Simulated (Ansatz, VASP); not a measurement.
**Two plane-wave programs on Si4S**

```xyz
5
Lattice="-2.8535 2.8535 2.8535 2.8535 -2.8535 2.8535 2.8535 2.8535 -2.8535" Properties=species:S:1:pos:R:3 pbc="T T T"
Si    1.4903    1.4903   -1.4903
Si   -1.4903    1.4903    1.4903
Si    1.4903   -1.4903    1.4903
Si    1.3632    1.3632    1.3632
S     0.0000    0.0000    0.0000
```

Change from the starting cell: species swapped into the H4C type (I-43m, No. 217).

Alike in both runs: functional PBE; k mesh 4 × 4 × 4; occupations gaussian, width 0.2 eV; no spin polarisation.

Ansatz relaxed the structure, and its values are those at the end. VASP's run is a single point on that final structure, the one shown.

|  | VASP | Ansatz |
| --- | --- | --- |
| version | VASP 6.6.1 | Ansatz 0.2.0 |
| potentials or method | VASP PAW PBE potentials, release 64 (Si, S), cutoff 500 eV | scalar-relativistic, plane waves, PAW |
| valence electrons in the cell | 22 | 22 |

|  | VASP | Ansatz | Ansatz less VASP |
| --- | --- | --- | --- |
| gap on the k mesh at the Fermi level (eV) | none | none | - |
| pressure (GPa) | 0.5 | 0.5 | +0.04 |
| rms of the force components (eV/Å) | 0.025 | 0.027 | +0.0019 |

A gap of «none» marks a metal or a gap that the smearing closes.

The k mesh is coarse, so the values compare programs but aren't converged.
